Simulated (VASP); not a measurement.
# Hf (Fm-3m) in VASP: further runs

The runs below take Hf through single point, with PBE.

Program: VASP 6.6.1. These are calculated values, not measurements. Logs are shortened: lines on timing, memory, paths and dates and some standing lists are left out, and cuts for length are marked.

**1. The cell of the first run**

The structure is cubic, space group Fm-3m (No. 225). Conventional cell: a = 4.299 Å, b = 4.299 Å, c = 4.299 Å, α = 90.00°, β = 90.00°, γ = 90.00°. Within 4.0 Å of Hf (site symmetry m-3m) lie 12 Hf at 3.04 Å.

**2. Single point, PBE (volume scaled by 0.88)**

INCAR

```
SYSTEM = Hf
PREC = Accurate
ENCUT = 520
EDIFF = 1E-6
ISMEAR = -1
SIGMA = 0.1
LREAL = .False.
LASPH = .True.
NELM = 80
ALGO = Normal
ISIF = 2
LWAVE = .False.
LCHARG = .True.
GGA = PE
LELF = .True.
LVHAR = .True.
NBANDS = 11
```

KPOINTS

```
regular mesh
0
Gamma
  14 14 14
  0 0 0
```

POSCAR

```
Hf
1.0
    0.0000000000      2.1497436810      2.1497436810
    2.1497436810      0.0000000000      2.1497436810
    2.1497436810      2.1497436810      0.0000000000
Hf
1
Direct
    0.0000000000      0.0000000000      0.0000000000
```

Potentials or basis: VASP PAW PBE potentials, release 64 (Hf_pv).

The run is started by

```console
$ cat potpaw_PBE.64/Hf_pv/POTCAR > POTCAR
$ mpirun -np 1 vasp_std > vasp.out
```

OUTCAR:

```text
SYSTEM = Hf
   PREC = Accurate
   ENCUT = 520
   EDIFF = 1E-6
   ISMEAR = -1
   LREAL = .False.
   LASPH = .True.
   NELM = 80
   ISIF = 2
   GGA = PE

 ion  position               nearest neighbor table
   1  0.000  0.000  0.000-

  LATTYP: Found a face centered cubic cell.
 ALAT       =     4.2994873620

  Lattice vectors:

 A1 = (   0.0000000000,   2.1497436810,   2.1497436810)
 A2 = (   2.1497436810,   0.0000000000,   2.1497436810)
 A3 = (   2.1497436810,   2.1497436810,   0.0000000000)

Analysis of symmetry for initial positions (statically):
=====================================================================
 Subroutine PRICEL returns:
 Original cell was already a primitive cell.

 Routine SETGRP: Setting up the symmetry group for a
 face centered cubic supercell.

 Subroutine GETGRP returns: Found 48 space group operations
 (whereof 48 operations were pure point group operations)
 out of a pool of 48 trial point group operations.

The static configuration has the point symmetry O_h .

Analysis of symmetry for dynamics (positions and initial velocities):
=====================================================================
 Subroutine PRICEL returns:
 Original cell was already a primitive cell.

 Routine SETGRP: Setting up the symmetry group for a
 face centered cubic supercell.

 Subroutine GETGRP returns: Found 48 space group operations
 (whereof 48 operations were pure point group operations)
 out of a pool of 48 trial point group operations.

The dynamic configuration has the point symmetry O_h .

 Subroutine INISYM returns: Found 48 space group operations
 (whereof 48 operations are pure point group operations),
 and found     1 'primitive' translations

----------------------------------------------------------------------------------------

                                     Primitive cell

  volume of cell :      19.8696

  direct lattice vectors                    reciprocal lattice vectors
     0.000000000  2.149743681  2.149743681    -0.232585868  0.232585868  0.232585868
     2.149743681  0.000000000  2.149743681     0.232585868 -0.232585868  0.232585868
     2.149743681  2.149743681  0.000000000     0.232585868  0.232585868 -0.232585868

  length of vectors
     3.040196669  3.040196669  3.040196669     0.402850540  0.402850540  0.402850540

  position of ions in fractional coordinates (direct lattice)
     0.000000000  0.000000000  0.000000000

  ion indices of the primitive-cell ions
   primitive index   ion index
                 1           1

----------------------------------------------------------------------------------------

 KPOINTS: regular mesh

Automatic generation of k-mesh.
 Grid dimensions read from file:
 generate k-points for:   14   14   14

 Generating k-lattice:

  Cartesian coordinates                     Fractional coordinates (reciprocal lattice)
    -0.016613276  0.016613276  0.016613276     0.071428571  0.000000000  0.000000000
     0.016613276 -0.016613276  0.016613276     0.000000000  0.071428571  0.000000000
     0.016613276  0.016613276 -0.016613276     0.000000000  0.000000000  0.071428571

  Length of vectors
     0.028775039  0.028775039  0.028775039

  Shift w.r.t. Gamma in fractional coordinates (k-lattice)
     0.000000000  0.000000000  0.000000000

 Subroutine IBZKPT returns following result:
 ===========================================

 Found    104 irreducible k-points:

 Following reciprocal coordinates:
            Coordinates               Weight
  0.000000  0.000000  0.000000      1.000000
  0.071429  0.000000  0.000000      8.000000
  0.142857  0.000000  0.000000      8.000000
  0.214286  0.000000  0.000000      8.000000
  0.285714  0.000000  0.000000      8.000000
  0.357143  0.000000  0.000000      8.000000
[... 16 lines left out ...]
  0.214286  0.142857  0.000000     24.000000
  0.285714  0.142857  0.000000     24.000000
 [... further k-points ...]
   k-points           NKPTS =    104   k-points in BZ     NKDIM =    104   number of bands    NBANDS=     11
   number of dos      NEDOS =    301   number of ions     NIONS =      1
   total plane-waves  NPLWV =  13824
   dimension x,y,z NGX =    24 NGY =   24 NGZ =   24
   dimension x,y,z NGXF=    48 NGYF=   48 NGZF=   48
   ions per type =               1
   NGX,Y,Z   is equivalent  to a cutoff of  13.12, 13.12, 13.12 a.u.
   NGXF,Y,Z  is equivalent  to a cutoff of  26.25, 26.25, 26.25 a.u.
 SYSTEM =  Hf
   PREC   = accura    normal or accurate (medium, high low for compatibility)
   ISTART =      0    job   : 0-new  1-cont  2-samecut
   ICHARG =      2    charge: 1-file 2-atom 10-const
   ISPIN  =      1    spin polarized calculation?
   LNONCOLLINEAR =      F non collinear calculations
   LSORBIT =      F    spin-orbit coupling
   LASPH  =      T    aspherical Exc in radial PAW
   ENCUT  =  520.0 eV  38.22 Ry    6.18 a.u.   5.65  5.65  5.65*2*pi/ulx,y,z
   NELM   =     80;   NELMIN=  2; NELMDL= -5     # of ELM steps
   EDIFF  = 0.1E-05   stopping-criterion for ELM
   LREAL  =      F    real-space projection
   EDIFFG = 0.1E-04   stopping-criterion for IOM
   NSW    =      0    number of steps for IOM
   IBRION =     -1    ionic relax: 0-MD 1-quasi-New 2-CG
   NFREE  =      0    steps in history (QN), initial steepest desc. (CG)
   ISIF   =      2    stress and relaxation
   ISYM   =      2    0-nonsym 1-usesym 2-fastsym
   POTIM  = 0.5000    time-step for ionic-motion
   TEBEG  =    0.0;   TEEND  =   0.0 temperature during run
   PSTRESS=    0.0 pullay stress
   NELECT =      10.0000    total number of electrons
   NUPDOWN=      -1.0000    fix difference up-down
   EMIN   =  10.00;   EMAX   =-10.00  energy-range for DOS
   EFERMI =   0.00;   METHOD = LEGACY
   ISMEAR =    -1;   SIGMA  =   0.10  broadening in eV -4-tet -1-fermi 0-gaus
   EFERMI_NEDOS =   21; number of points for ismear=-14 and -15
   IALGO  =     38    algorithm
   IMIX   =      4    mixing-type and parameters
     AMIX     =   0.40;   BMIX     =  1.00
     AMIX_MAG =   1.60;   BMIX_MAG =  1.00
  volume/ion in A,a.u.               =      19.87       134.09
  Fermi-wavevector in a.u.,A,eV,Ry     =   1.302201  2.460804 23.071786  1.695728
  Thomas-Fermi vector in A             =   2.433285
   LORBIT       =      0    0 simple, 1 ext, 2 COOP (PROOUT), +10 PAW based schemes
   GGA     = PE    functional components
   LHFCALC =     F    Hartree Fock is set to
   AEXX    =    0.0000 exact exchange contribution
   IVDW    =     0    specifies the selected vdW correction
   LEPSILON=     F    determine dielectric tensor
   LRPA    =     F    only Hartree local field effects (RPA)
 non-spin polarized calculation
  energy-cutoff  :      520.00
  volume of cell :       19.87
 maximum number of plane-waves:       548
   NGX = 11   NGY = 11   NGZ = 11

 number of electron      10.0000000 magnetization

 Free energy of the ion-electron system (eV)
  ---------------------------------------------------
  ext. energy  EPLUGINS =         0.00000000
  ---------------------------------------------------
  free energy    TOTEN  =        -9.76015779 eV

  energy without entropy =       -9.71772389  energy(sigma->0) =       -9.73894084

 E-fermi :   5.5957     XC(G=0): -11.8368

 val. band max:        5.5834814335   @ k =  -0.4286   0.2857   0.1429
 cond. band min:       5.5991592619   @ k =   0.2857   0.0000   0.0000
 fundamental gap:      0.0156778284
 Fermi energy:         5.5957242865

 k-point     1 :       0.0000    0.0000    0.0000
  band No.  band energies     occupation
      1     -23.9763      2.00000
      2     -23.9763      2.00000
      3     -23.9763      2.00000
      4      -2.0023      2.00000
      5       7.0411      0.00000
      6       7.0411      0.00000
      7       7.0411      0.00000
      8      10.2842      0.00000
      9      10.2842      0.00000
     10      17.3129      0.00000
     11      19.0714      0.00000

 k-point     2 :       0.0714    0.0000    0.0000
  band No.  band energies     occupation
      1     -24.0414      2.00000
      2     -23.9842      2.00000
      3     -23.9842      2.00000
      4      -1.7960      2.00000
      5       6.8306      0.00001
      6       7.1395      0.00000
      7       7.1395      0.00000
      8      10.1678      0.00000
      9      10.1678      0.00000
     10      17.7723      0.00000
     11      19.0707      0.00000

 k-point     3 :       0.1429    0.0000    0.0000
  band No.  band energies     occupation
      1     -24.2202      2.00000
      2     -24.0062      2.00000
      3     -24.0062      2.00000
      4      -1.2127      2.00000
      5       6.3382      0.00119
      6       7.3652      0.00000
      7       7.3652      0.00000
      8       9.9578      0.00000
      9       9.9578      0.00000
     10      18.7189      0.00000
     11      19.0699      0.00000

 k-point     4 :       0.2143    0.0000    0.0000
  band No.  band energies     occupation
      1     -24.4700      2.00000
      2     -24.0378      2.00000
      3     -24.0378      2.00000
      4      -0.3653      2.00000
      5       5.8394      0.16088
      6       7.4878      0.00000
      7       7.4878      0.00000
      8      10.0166      0.00000
      9      10.0166      0.00000
     10      18.0537      0.00000
     11      19.0741      0.00000

 k-point     5 :       0.2857    0.0000    0.0000
  band No.  band energies     occupation
      1     -24.7367      2.00000
      2     -24.0725      2.00000
      3     -24.0725      2.00000
      4       0.5372      2.00000
      5       5.5992      0.98283
      6       7.3333      0.00000
      7       7.3333      0.00000
      8      10.5979      0.00000
      9      10.5979      0.00000
     10      17.0818      0.00000
     11      19.0710      0.00000

 k-point     6 :       0.3571    0.0000    0.0000
  band No.  band energies     occupation
      1     -24.9682      2.00000
      2     -24.1035      2.00000
      3     -24.1035      2.00000
      4       1.2124      2.00000
      5       5.8107      0.20873
      6       7.0600      0.00000
      7       7.0600      0.00000
      8      11.5121      0.00000
      9      11.5121      0.00000
     10      16.4326      0.00000
     11      19.0585      0.00000

 k-point     7 :       0.4286    0.0000    0.0000
  band No.  band energies     occupation
      1     -25.1239      2.00000
      2     -24.1249      2.00000
      3     -24.1249      2.00000
      4       1.5286      2.00000
      5       6.3414      0.00115
      6       6.8454      0.00001
      7       6.8454      0.00001
      8      12.3876      0.00000
      9      12.3876      0.00000
     10      16.2453      0.00000
     11      18.1143      0.00000

 k-point     8 :       0.5000    0.0000    0.0000
  band No.  band energies     occupation
      1     -25.1787      2.00000
      2     -24.1325      2.00000
      3     -24.1325      2.00000
      4       1.6050      2.00000
      5       6.6364      0.00006
      6       6.7671      0.00002
      7       6.7671      0.00002
      8      12.7693      0.00000
      9      12.7693      0.00000
     10      16.5761      0.00000
     11      16.9458      0.00000
[... 141 lines left out ...]
 k-point    19 :      -0.2143    0.0714    0.0000
  band No.  band energies     occupation
      1     -24.5669      2.00000
      2     -24.1081      2.00000
      3     -24.0352      2.00000
      4       0.1087      2.00000
      5       5.6049      0.95430
      6       7.3297      0.00000
      7       7.6418      0.00000
      8       9.4807      0.00000
      9      10.8536      0.00000
     10      18.1266      0.00000
     11      19.0753      0.00000

 k-point    20 :      -0.1429    0.0714    0.0000
  band No.  band energies     occupation
      1     -24.3203      2.00000
      2     -24.0649      2.00000
      3     -24.0049      2.00000
      4      -0.7833      2.00000
      5       6.0192      0.02857
      6       7.4367      0.00000
      7       7.5699      0.00000
      8       9.3741      0.00000
      9      10.3888      0.00000
     10      19.0368      0.00000
     11      19.1521      0.00000

 k-point    21 :      -0.0714    0.0714    0.0000
  band No.  band energies     occupation
      1     -24.1304      2.00000
      2     -24.0207      2.00000
      3     -23.9866      2.00000
      4      -1.4629      2.00000
      5       6.5107      0.00021
      6       7.2889      0.00000
      7       7.3048      0.00000
      8       9.7564      0.00000
      9      10.2704      0.00000
     10      18.4726      0.00000
     11      19.0694      0.00000

 k-point    22 :       0.1429    0.1429    0.0000
  band No.  band energies     occupation
      1     -24.2143      2.00000
      2     -24.0588      2.00000
      3     -24.0588      2.00000
      4      -0.9480      2.00000
      5       5.9228      0.07315
      6       7.6955      0.00000
      7       7.6955      0.00000
      8       8.7958      0.00000
      9      10.6752      0.00000
     10      19.0694      0.00000
     11      19.5761      0.00000

 k-point    23 :       0.2143    0.1429    0.0000
  band No.  band energies     occupation
      1     -24.3763      2.00000
      2     -24.0993      2.00000
      3     -24.0899      2.00000
      4      -0.3040      2.00000
      5       5.4668      1.56787
      6       7.6927      0.00000
      7       8.0038      0.00000
      8       8.6228      0.00000
      9      10.8730      0.00000
     10      19.0673      0.00000
     11      20.2616      0.00000

 k-point    24 :       0.2857    0.1429    0.0000
  band No.  band energies     occupation
      1     -24.5951      2.00000
      2     -24.1389      2.00000
      3     -24.1274      2.00000
      4       0.5499      2.00000
      5       5.1073      1.98498
      6       7.0696      0.00000
      7       8.1109      0.00000
      8       9.3927      0.00000
      9      11.2951      0.00000
     10      19.0340      0.00000
     11      19.2470      0.00000

 [... further k-points ...]
[... 5 lines left out ...]
  --------------------------------------------------------------------------------------
  -------------------------------------------------------------------------------------
  Total        1.9386604      1.9386604      1.9386604     -0.0000000      0.0000000      0.0000000
  in kB      156.3227812    156.3227812    156.3227812     -0.0000000      0.0000000      0.0000000
  external PRESSURE =     156.3227812 kB  Pullay stress =       0.0000000 kB

 VOLUME and BASIS-vectors are now :
 -----------------------------------------------------------------------------
  energy-cutoff  :      520.00
  volume of cell :       19.87
      direct lattice vectors                 reciprocal lattice vectors
     0.000000000  2.149743681  2.149743681    -0.232585868  0.232585868  0.232585868
     2.149743681  0.000000000  2.149743681     0.232585868 -0.232585868  0.232585868
     2.149743681  2.149743681  0.000000000     0.232585868  0.232585868 -0.232585868

 POSITION                                       TOTAL-FORCE (eV/Angst)
 -----------------------------------------------------------------------------------
      0.00000      0.00000      0.00000        -0.000000      0.000000     -0.000000
 -----------------------------------------------------------------------------------
    total drift:                               -0.000000     -0.000000     -0.000000

  FREE ENERGIE OF THE ION-ELECTRON SYSTEM (eV)
  ---------------------------------------------------
  free  energy   TOTEN  =        -9.7601577875 eV

  energy  without entropy=       -9.7177238918  energy(sigma->0) =       -9.73894084
```

It took 43 s on 1 thread of AMD EPYC 7R13, shared host; peak memory 0.12 GiB.

Results:

| Item | Value |
| --- | --- |
| Free energy | -9.7602 eV |
| Pressure | 15.6 GPa |
| Band gap on the k mesh | zero (band 5 reaches 7.04 eV, above the bottom of band 6 at 4.84 eV) |

Caveat: spin-orbit coupling is left out, which moves the levels of the heavy elements.

**3. Single point, PBE (volume scaled by 0.92)**

INCAR

```
SYSTEM = Hf
ALGO = Normal
EDIFF = 1E-7
ENCUT = 520
GGA = PE
ISIF = 2
ISMEAR = -1
LASPH = .True.
LCHARG = .False.
LREAL = .False.
LWAVE = .False.
NBANDS = 11
NELM = 100
PREC = Accurate
SIGMA = 0.1
```

KPOINTS

```
k-points
0
Gamma
  14 14 14
  0 0 0
```

POSCAR

```
Hf
1.0
    0.0000000000      2.1818341387      2.1818341387
    2.1818341387      0.0000000000      2.1818341387
    2.1818341387      2.1818341387      0.0000000000
Hf
1
Direct
    0.0000000000      0.0000000000      0.0000000000
```

Potentials or basis: VASP PAW PBE potentials, release 64 (Hf_pv).

The run is started by

```console
$ cat potpaw_PBE.64/Hf_pv/POTCAR > POTCAR
$ mpirun -np 1 vasp_std > vasp.out
```

It took 46 s on 1 thread of AMD EPYC 7R13, shared host; peak memory 0.12 GiB.

It converged, with:

```yaml
Free_energy: -9.8301 eV
Pressure: 9.3 GPa
Band_gap_on_the_k_mesh: zero (band 5 reaches 6.70 eV, above the bottom of band 6 at 4.55 eV)
```

Levels at points of the mesh, in eV from the Fermi level:
```
           k point  band 3  band 4  band 5  band 6  band 7  band 8
(0.00, 0.00, 0.00)  -29.73   -7.45    1.44    1.44    1.44    4.50
(0.50, 0.00, 0.00)  -29.87   -3.85    0.85    1.18    1.18    6.84
(0.50, 0.50, 0.00)  -30.11   -3.57   -2.40    2.95    6.86    7.54
```

Caveat: spin-orbit coupling is left out, which moves the levels of the heavy elements.

**4. Single point, PBE (volume scaled by 0.96)**

INCAR

```
SYSTEM = Hf
PREC = Accurate ; ENCUT = 520
EDIFF = 1E-6 ; ISMEAR = -1
SIGMA = 0.1 ; LREAL = .False.
LASPH = .True. ; NELM = 60
ALGO = Normal ; ISIF = 2
LWAVE = .False. ; LCHARG = .True.
GGA = PE ; LELF = .True.
LVHAR = .True. ; NBANDS = 11
```

KPOINTS

```
Automatic mesh
0
Gamma
  14 14 14
  0 0 0
```

POSCAR

```
Hf
1.0
    0.0000000000      2.2130074095      2.2130074095
    2.2130074095      0.0000000000      2.2130074095
    2.2130074095      2.2130074095      0.0000000000
Hf
1
Direct
    0.0000000000      0.0000000000      0.0000000000
```

The run is started by

```console
$ cat potpaw_PBE.64/Hf_pv/POTCAR > POTCAR
$ mpirun -np 1 vasp_std > vasp.out
```

Run time: 48 s. Hardware: 1 thread of AMD EPYC 7R13, shared host; peak memory 0.12 GiB.

It converged, with:

```yaml
Free_energy: -9.8674 eV
Pressure: 4.0 GPa
Band_gap_on_the_k_mesh: zero (band 5 reaches 6.38 eV, above the bottom of band 6 at 4.29 eV)
```

Levels at points of the mesh, in eV from the Fermi level:
| k point | band 3 | band 4 | band 5 | band 6 | band 7 | band 8 |
| --- | --- | --- | --- | --- | --- | --- |
| (0.00, 0.00, 0.00) | -29.89 | -7.31 | 1.42 | 1.42 | 1.42 | 4.33 |
| (0.50, 0.00, 0.00) | -30.01 | -3.72 | 0.69 | 1.19 | 1.19 | 6.54 |
| (0.50, 0.50, 0.00) | -30.22 | -3.38 | -2.24 | 2.70 | 6.55 | 7.19 |

Caveat: spin-orbit coupling is left out, which moves the levels of the heavy elements.

**5. Overview**

```csv
cell,gap on the mesh (eV),pressure (GPa)
"a = 3.040 Å, angles 60.0°, 1 atom",none,15.6
"a = 3.086 Å, angles 60.0°, 1 atom",none,9.3
"a = 3.130 Å, angles 60.0°, 1 atom",none,4.0
```

Alike in all rows: task single point; level PBE; potentials or basis VASP PAW PBE potentials, release 64 (Hf_pv); no spin polarisation; k mesh 14 × 14 × 14; cutoff (eV) 520; smearing fermi-dirac 0.1 eV.

Caveats: spin-orbit coupling is left out, which moves the levels of the heavy elements.

Absolute energies hang on the potentials; compare differences alone.
